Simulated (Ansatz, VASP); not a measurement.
# One calculation of TaWC2, two programs

```
CELL_PARAMETERS angstrom
1.57186 0.90751 5.10162
-1.57186 0.90751 5.10162
0.00000 -1.81502 5.10162
ATOMIC_POSITIONS crystal
W 0.00000 0.00000 0.00000
Ta 0.50000 0.50000 0.50000
C 0.25093 0.25093 0.25093
C 0.74907 0.74907 0.74907
```

Alike in both runs: task relaxation of cell and atoms; functional PBEsol; k mesh 10 × 10 × 10; occupations fermi-dirac, width 0.05 eV; no spin polarisation; Hubbard terms Ta d U = 6.0 eV, W d U = 6.0 eV.

|  | VASP | Ansatz |
| --- | --- | --- |
| version | VASP 6.6.1 | Ansatz 0.2.0 |
| potentials or method | VASP PAW PBE potentials, release 64 (W_sv, Ta_pv, C) | Ansatz PAW |
| plane-wave cutoff (eV) | 600 | 420 |
| valence electrons in the cell | 33 | 35 |

```csv
,VASP,Ansatz,Ansatz less VASP
"gap on the k mesh at the Fermi level, each at its own relaxed structure (eV)",none,none,-
relaxed volume (Å³/atom),11.07,10.69,-0.378
relaxed length of the cell vector where the two differ most in proportion (Å),5.442,5.368,-0.0742
```

VASP's potentials were made for PBE, not for PBEsol. The programs project onto different local orbitals, so the same U acts differently, and such runs can settle in different states. A gap of «none» marks a metal or a gap that the smearing closes. VASP's potentials hold 33 valence electrons a cell and Ansatz's 35, so a difference there can come from the potentials and not from the codes.

Neither program's run includes spin-orbit coupling. Noted on VASP's run: too few bands were computed for a metal, which touches its energy and stress. Noted on Ansatz's run: the plane-wave basis is chosen anew once the cell has moved, so the energies of steps on either side of that aren't comparable.
